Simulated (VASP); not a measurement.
A run of VASP 6.6.1 is set up as follows.

File INCAR:

```
  ALGO = Normal
  EDIFF = 1E-6
  ENCUT = 500
  GGA_COMPAT = False
  ISIF = 2
  ISMEAR = 1
  LASPH = True
  LCHARG = True
  LELF = True
  LREAL = False
  LVHAR = True
  LWAVE = False
  NBANDS = 11
  NELM = 120
  PREC = Accurate
  SIGMA = 0.1
```

Contents of KPOINTS:

```
k-points
0
Gamma
  10 10 10
```

File POSCAR:

```
Pt
1.0
    0.0000000000      1.9468520929      1.9468520929
    1.9468520929      0.0000000000      1.9468520929
    1.9468520929      1.9468520929      0.0000000000
Pt
1
Direct
    0.0000000000      0.0000000000      0.0000000000
```

Potentials or basis: VASP PAW LDA potentials, release 64 (Pt).

The run is started by

```bash
$ cat potpaw_LDA.64/Pt/POTCAR > POTCAR
$ mpirun -np 1 vasp_std > vasp.out
```

(1) Estimate the band gap on the k mesh.

(2) What does it give for the pressure?

Answers

(1) zero (bands 5 and 6 overlap by 2.29 eV).

(2) 0.8 GPa.

Caveat: spin-orbit coupling is left out, which moves the levels of the heavy elements.
